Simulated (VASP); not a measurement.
# MgO (Fm-3m) in VASP: notebook

MgO is run at these levels: LDA; tasks: single point, relaxation of cell and atoms.

All numbers are computed with VASP 6.6.1; they aren't measurements. Logs are shortened: lines on timing, memory, paths and dates and some standing lists are left out, and cuts for length are marked.

## Step 1: The cell of the first run

The structure is cubic, space group Fm-3m (No. 225). Conventional cell: a = 4.187 Å, b = 4.187 Å, c = 4.187 Å, α = 90.00°, β = 90.00°, γ = 90.00°. Within 2.8 Å of Mg (site symmetry m-3m) lie 6 O at 2.09 Å. Within 2.8 Å of O (site symmetry m-3m) lie 6 Mg at 2.09 Å.

## Step 2: Single point, LDA (9.17 Å³/atom)

The input, INCAR:

```
ALGO = Normal
EDIFF = 1E-6
ENCUT = 840
GGA_COMPAT = False
ISIF = 2
ISMEAR = 0
LASPH = True
LCHARG = True
LELF = True
LREAL = False
LVHAR = True
LWAVE = False
NBANDS = 15
NELM = 120
PREC = Accurate
SIGMA = 0.01
```

The input, KPOINTS:

```
k-points
0
Gamma
  10 10 10
```

The input, POSCAR:

```
MgO
1.0
    0.0000000000      2.0933230742      2.0933230742
    2.0933230742      0.0000000000      2.0933230742
    2.0933230742      2.0933230742      0.0000000000
Mg O
1 1
Direct
    0.0000000000      0.0000000000      0.0000000000
    0.5000000000      0.5000000000      0.5000000000
```

Potentials or basis: VASP PAW LDA potentials, release 64 (Mg_sv, O).

Command:

```
cat potpaw_LDA.64/Mg_sv/POTCAR potpaw_LDA.64/O/POTCAR > POTCAR
mpirun -np 1 vasp_std > vasp.out
```

OUTCAR:

```text
EDIFF = 1E-6
   ENCUT = 840
   ISIF = 2
   ISMEAR = 0
   LASPH = True
   LREAL = False
   NELM = 120
   PREC = Accurate

 ion  position               nearest neighbor table
   1  0.000  0.000  0.000-   2 2.09   2 2.09   2 2.09   2 2.09   2 2.09   2 2.09
   2  0.500  0.500  0.500-   1 2.09   1 2.09   1 2.09   1 2.09   1 2.09   1 2.09

  LATTYP: Found a face centered cubic cell.
 ALAT       =     4.1866461484

  Lattice vectors:

 A1 = (   0.0000000000,   2.0933230742,   2.0933230742)
 A2 = (   2.0933230742,   0.0000000000,   2.0933230742)
 A3 = (   2.0933230742,   2.0933230742,   0.0000000000)

Analysis of symmetry for initial positions (statically):
=====================================================================
 Subroutine PRICEL returns:
 Original cell was already a primitive cell.

 Routine SETGRP: Setting up the symmetry group for a
 face centered cubic supercell.

 Subroutine GETGRP returns: Found 48 space group operations
 (whereof 48 operations were pure point group operations)
 out of a pool of 48 trial point group operations.

The static configuration has the point symmetry O_h .

Analysis of symmetry for dynamics (positions and initial velocities):
=====================================================================
 Subroutine PRICEL returns:
 Original cell was already a primitive cell.

 Routine SETGRP: Setting up the symmetry group for a
 face centered cubic supercell.

 Subroutine GETGRP returns: Found 48 space group operations
 (whereof 48 operations were pure point group operations)
 out of a pool of 48 trial point group operations.

The dynamic configuration has the point symmetry O_h .

 Subroutine INISYM returns: Found 48 space group operations
 (whereof 48 operations are pure point group operations),
 and found     1 'primitive' translations

----------------------------------------------------------------------------------------

                                     Primitive cell

  volume of cell :      18.3459

  direct lattice vectors                    reciprocal lattice vectors
     0.000000000  2.093323074  2.093323074    -0.238854674  0.238854674  0.238854674
     2.093323074  0.000000000  2.093323074     0.238854674 -0.238854674  0.238854674
     2.093323074  2.093323074  0.000000000     0.238854674  0.238854674 -0.238854674

  length of vectors
     2.960405882  2.960405882  2.960405882     0.413708431  0.413708431  0.413708431

  position of ions in fractional coordinates (direct lattice)
     0.000000000  0.000000000  0.000000000
     0.500000000  0.500000000  0.500000000

  ion indices of the primitive-cell ions
   primitive index   ion index
                 1           1
                 2           2

----------------------------------------------------------------------------------------

 KPOINTS: k-points

Automatic generation of k-mesh.
 Grid dimensions read from file:
 generate k-points for:   10   10   10

 Generating k-lattice:

  Cartesian coordinates                     Fractional coordinates (reciprocal lattice)
    -0.023885467  0.023885467  0.023885467     0.100000000  0.000000000  0.000000000
     0.023885467 -0.023885467  0.023885467     0.000000000  0.100000000  0.000000000
     0.023885467  0.023885467 -0.023885467     0.000000000  0.000000000  0.100000000

  Length of vectors
     0.041370843  0.041370843  0.041370843

  Shift w.r.t. Gamma in fractional coordinates (k-lattice)
     0.000000000  0.000000000  0.000000000

 Subroutine IBZKPT returns following result:
 ===========================================

 Found     47 irreducible k-points:

 Following reciprocal coordinates:
            Coordinates               Weight
  0.000000  0.000000  0.000000      1.000000
  0.100000  0.000000  0.000000      8.000000
  0.200000  0.000000  0.000000      8.000000
  0.300000  0.000000  0.000000      8.000000
  0.400000  0.000000  0.000000      8.000000
  0.500000  0.000000  0.000000      4.000000
[... 16 lines left out ...]
  0.300000  0.300000  0.000000      6.000000
  0.400000  0.300000  0.000000     24.000000
 [... further k-points ...]
   k-points           NKPTS =     47   k-points in BZ     NKDIM =     47   number of bands    NBANDS=     15
   number of dos      NEDOS =    301   number of ions     NIONS =      2
   total plane-waves  NPLWV =  21952
   dimension x,y,z NGX =    28 NGY =   28 NGZ =   28
   dimension x,y,z NGXF=    56 NGYF=   56 NGZF=   56
   ions per type =               1   1
   NGX,Y,Z   is equivalent  to a cutoff of  15.72, 15.72, 15.72 a.u.
   NGXF,Y,Z  is equivalent  to a cutoff of  31.45, 31.45, 31.45 a.u.
 SYSTEM =  unknown system
   PREC   = accura    normal or accurate (medium, high low for compatibility)
   ISTART =      0    job   : 0-new  1-cont  2-samecut
   ICHARG =      2    charge: 1-file 2-atom 10-const
   ISPIN  =      1    spin polarized calculation?
   LNONCOLLINEAR =      F non collinear calculations
   LSORBIT =      F    spin-orbit coupling
   LASPH  =      T    aspherical Exc in radial PAW
   ENCUT  =  840.0 eV  61.74 Ry    7.86 a.u.   7.00  7.00  7.00*2*pi/ulx,y,z
   NELM   =    120;   NELMIN=  2; NELMDL= -5     # of ELM steps
   EDIFF  = 0.1E-05   stopping-criterion for ELM
   LREAL  =      F    real-space projection
   EDIFFG = 0.1E-04   stopping-criterion for IOM
   NSW    =      0    number of steps for IOM
   IBRION =     -1    ionic relax: 0-MD 1-quasi-New 2-CG
   NFREE  =      0    steps in history (QN), initial steepest desc. (CG)
   ISIF   =      2    stress and relaxation
   ISYM   =      2    0-nonsym 1-usesym 2-fastsym
   POTIM  = 0.5000    time-step for ionic-motion
   TEBEG  =    0.0;   TEEND  =   0.0 temperature during run
   PSTRESS=    0.0 pullay stress
   NELECT =      16.0000    total number of electrons
   NUPDOWN=      -1.0000    fix difference up-down
   EMIN   =  10.00;   EMAX   =-10.00  energy-range for DOS
   EFERMI =   0.00;   METHOD = LEGACY
   ISMEAR =     0;   SIGMA  =   0.01  broadening in eV -4-tet -1-fermi 0-gaus
   EFERMI_NEDOS =   21; number of points for ismear=-14 and -15
   IALGO  =     38    algorithm
   IMIX   =      4    mixing-type and parameters
     AMIX     =   0.40;   BMIX     =  1.00
     AMIX_MAG =   1.60;   BMIX_MAG =  1.00
  volume/ion in A,a.u.               =       9.17        61.90
  Fermi-wavevector in a.u.,A,eV,Ry     =   1.564115  2.955748 33.286033  2.446454
  Thomas-Fermi vector in A             =   2.666786
   LORBIT       =      0    0 simple, 1 ext, 2 COOP (PROOUT), +10 PAW based schemes
   GGA     = CA    functional components
   LHFCALC =     F    Hartree Fock is set to
   AEXX    =    0.0000 exact exchange contribution
   IVDW    =     0    specifies the selected vdW correction
   LEPSILON=     F    determine dielectric tensor
   LRPA    =     F    only Hartree local field effects (RPA)
 non-spin polarized calculation
 Gauss-broadening in eV      SIGMA  =   0.01
  energy-cutoff  :      840.00
  volume of cell :       18.35
 maximum number of plane-waves:      1031
   NGX = 13   NGY = 13   NGZ = 13

 number of electron      15.9999993 magnetization

 Free energy of the ion-electron system (eV)
  ---------------------------------------------------
  ext. energy  EPLUGINS =         0.00000000
  ---------------------------------------------------
  free energy    TOTEN  =       -13.23217509 eV

  energy without entropy =      -13.23217509  energy(sigma->0) =      -13.23217509

 E-fermi :   2.7640     XC(G=0): -12.0274

 val. band max:        2.7130820918   @ k =   0.0000   0.0000   0.0000
 cond. band min:       7.5596147526   @ k =   0.0000   0.0000   0.0000
 fundamental gap:      4.8465326608
 Fermi energy:         2.7640469149

 k-point     1 :       0.0000    0.0000    0.0000
  band No.  band energies     occupation
      1     -68.5640      2.00000
      2     -36.0232      2.00000
      3     -36.0232      2.00000
      4     -36.0232      2.00000
      5     -14.3669      2.00000
      6       2.7131      2.00000
      7       2.7131      2.00000
      8       2.7131      2.00000
      9       7.5596      0.00000
     10      18.3417      0.00000
     11      18.3417      0.00000
     12      18.3417      0.00000
     13      22.4170      0.00000
     14      24.0736      0.00000
     15      24.0736      0.00000

 k-point     2 :       0.1000    0.0000    0.0000
  band No.  band energies     occupation
      1     -68.5633      2.00000
      2     -36.0328      2.00000
      3     -36.0242      2.00000
      4     -36.0242      2.00000
      5     -14.2502      2.00000
      6       2.0514      2.00000
      7       2.6416      2.00000
      8       2.6416      2.00000
      9       8.1805      0.00000
     10      17.1122      0.00000
     11      18.5880      0.00000
     12      18.5880      0.00000
     13      23.3552      0.00000
     14      23.3552      0.00000
     15      24.0734      0.00000

 k-point     3 :       0.2000    0.0000    0.0000
  band No.  band energies     occupation
      1     -68.5607      2.00000
      2     -36.0575      2.00000
      3     -36.0267      2.00000
      4     -36.0267      2.00000
      5     -13.9286      2.00000
      6       0.6973      2.00000
      7       2.4607      2.00000
      8       2.4607      2.00000
      9       9.3532      0.00000
     10      15.6252      0.00000
     11      19.0902      0.00000
     12      19.0902      0.00000
     13      22.6642      0.00000
     14      22.6642      0.00000
     15      24.9752      0.00000
[... 343 lines left out ...]
 k-point    23 :       0.3000    0.3000    0.0000
  band No.  band energies     occupation
      1     -68.5554      2.00000
      2     -36.0803      2.00000
      3     -36.0446      2.00000
      4     -36.0446      2.00000
      5     -13.2887      2.00000
      6      -0.5181      2.00000
      7       1.7442      2.00000
      8       1.7442      2.00000
      9      11.6257      0.00000
     10      12.9539      0.00000
     11      17.0594      0.00000
     12      20.5702      0.00000
     13      20.5702      0.00000
     14      26.7510      0.00000
     15      30.1595      0.00000

 k-point    24 :       0.4000    0.3000    0.0000
  band No.  band energies     occupation
      1     -68.5534      2.00000
      2     -36.0923      2.00000
      3     -36.0509      2.00000
      4     -36.0481      2.00000
      5     -13.0217      2.00000
      6      -0.9588      2.00000
      7       1.3639      2.00000
      8       1.5922      2.00000
      9      12.2773      0.00000
     10      12.7540      0.00000
     11      16.2451      0.00000
     12      20.8202      0.00000
     13      21.0337      0.00000
     14      27.4989      0.00000
     15      29.7779      0.00000

 [... further k-points ...]

------------------------ aborting loop because EDIFF is reached ----------------------------------------

  FORCE on cell =-STRESS in cart. coord.  units (eV):
  Direction    XX          YY          ZZ          XY          YZ          ZX
  --------------------------------------------------------------------------------------
  -------------------------------------------------------------------------------------
  Total       -0.3110359     -0.3110359     -0.3110359     -0.0000000      0.0000000     -0.0000000
  in kB      -27.1632844    -27.1632844    -27.1632844     -0.0000000      0.0000000     -0.0000000
  external PRESSURE =     -27.1632844 kB  Pullay stress =       0.0000000 kB

 VOLUME and BASIS-vectors are now :
 -----------------------------------------------------------------------------
  energy-cutoff  :      840.00
  volume of cell :       18.35
      direct lattice vectors                 reciprocal lattice vectors
     0.000000000  2.093323074  2.093323074    -0.238854674  0.238854674  0.238854674
     2.093323074  0.000000000  2.093323074     0.238854674 -0.238854674  0.238854674
     2.093323074  2.093323074  0.000000000     0.238854674  0.238854674 -0.238854674

 POSITION                                       TOTAL-FORCE (eV/Angst)
 -----------------------------------------------------------------------------------
      0.00000      0.00000      0.00000         0.000000      0.000000      0.000000
      2.09332      2.09332      2.09332        -0.000000     -0.000000     -0.000000
 -----------------------------------------------------------------------------------
    total drift:                                0.000000      0.000000      0.000000

  FREE ENERGIE OF THE ION-ELECTRON SYSTEM (eV)
  ---------------------------------------------------
  free  energy   TOTEN  =       -13.2321750882 eV

  energy  without entropy=      -13.2321750882  energy(sigma->0) =      -13.23217509
```

Wall time 8.9 s (1 thread of AMD EPYC 9R45 (Zen 5), shared host); peak memory 0.12 GiB.

Results:

| Quantity | Value |
| --- | --- |
| Free energy | -13.2322 eV |
| Pressure | -2.7 GPa |
| Band gap on the k mesh | 4.85 eV |

[end of part 1 of 2]
